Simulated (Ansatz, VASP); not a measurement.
## Two plane-wave programs on Fe

```
CELL_PARAMETERS angstrom
0.00000 2.55298 2.55298
2.55298 0.00000 2.55298
2.55298 2.55298 0.00000
ATOMIC_POSITIONS crystal
Fe 0.12500 0.12500 0.12500
Fe 0.87500 0.87500 0.87500
```

Alike in both runs: task single point; functional RPBE; k mesh 12 × 12 × 12; occupations fermi-dirac, width 0.1 eV; no spin polarisation.

|  | VASP | Ansatz |
| --- | --- | --- |
| version | VASP 6.6.1 | Ansatz 0.2.0 |
| potentials or method | VASP PAW PBE potentials, release 64 (Fe), cutoff 520 eV | plane waves (420 eV) with PAW, scalar-relativistic |
| valence electrons in the cell | 16 | 32 |

|  | VASP | Ansatz | Ansatz less VASP |
| --- | --- | --- | --- |
| pressure (GPa) | -13.0 | -12.5 | +0.50 |

VASP's potentials were made for PBE, not for RPBE. With one functional, cell and mesh, what is left measures potentials, basis and numerics. VASP's potentials hold 16 valence electrons a cell and Ansatz's 32, so a difference there can come from the potentials and not from the codes.
